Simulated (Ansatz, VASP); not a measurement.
# Two plane-wave programs on Be

Contents of INCAR:

```
SYSTEM = Be
PREC = Accurate ; ENCUT = 600
EDIFF = 1E-6 ; ISMEAR = -1
SIGMA = 0.1 ; LREAL = .FALSE.
LASPH = .TRUE. ; NELM = 80
ALGO = Normal ; ISIF = 3
LWAVE = .FALSE. ; LCHARG = .FALSE.
GGA = PE ; IBRION = 2
NSW = 80 ; EDIFFG = -0.01
```

Contents of KPOINTS:

```
Automatic mesh
0
G
  16 16 5
  0 0 0
```

The input POSCAR:

```
Be
1.0
    2.2554104699      0.0000000000      0.0000000000
   -1.1277052350      1.9532427629      0.0000000000
    0.0000000000      0.0000000000      7.3661705948
Be
4
Direct
    0.0000000000      0.0000000000      0.0000000000
    0.0000000000      0.0000000000      0.5000000000
    0.3333333333      0.6666666667      0.2500000000
    0.6666666667      0.3333333333      0.7500000000
```

Input for Ansatz:

```yaml
crystal:
  lattice:
    - [2.2554104699, 0.0, 0.0]
    - [-1.127705235, 1.9532427629, 0.0]
    - [0.0, 0.0, 7.3661705948]
  atoms:
    - { symbol: Be, position: [0.0, 0.0, 0.0] }
    - { symbol: Be, position: [0.0, 0.0, 0.5] }
    - { symbol: Be, position: [0.3333333333, 0.6666666667, 0.25] }
    - { symbol: Be, position: [0.6666666667, 0.3333333333, 0.75] }
hamiltonian:
  xc: pbe
  pseudopotentials:
    kind: paw
    azcp:
      Be: "pseudopotentials/Be.paw.azcp"
basis:
  ecutwfc: 420
  fft_grid_basis: typed
kpoints:
  mp_grid: { grid: [16, 16, 5], shift: [0, 0, 0] }
magnetization:
  spin_polarized: false
scf:
  occupations: { method: fermi_dirac, width: 0.1 }
relax:
  max_steps: 60
  f_tol: 0.01
  cell: {}
```

Alike in both runs: task relaxation of cell and atoms; functional PBE; k mesh 16 × 16 × 5; occupations fermi-dirac, width 0.1 eV; no spin polarisation.

|  | VASP | Ansatz |
| --- | --- | --- |
| version | VASP 6.6.1 | Ansatz 0.2.0 |
| potentials or method | VASP PAW PBE potentials, release 64 (Be), cutoff 600 eV | plane waves (420 eV) with PAW, scalar-relativistic |
| valence electrons in the cell | 8 | 8 |

|  | VASP | Ansatz | Ansatz less VASP |
| --- | --- | --- | --- |
| relaxed volume (Å³/atom) | 7.91 | 7.90 | -0.011 |
| relaxed cell length with the largest relative difference (Å) | 7.181 | 7.178 | -0.0033 |
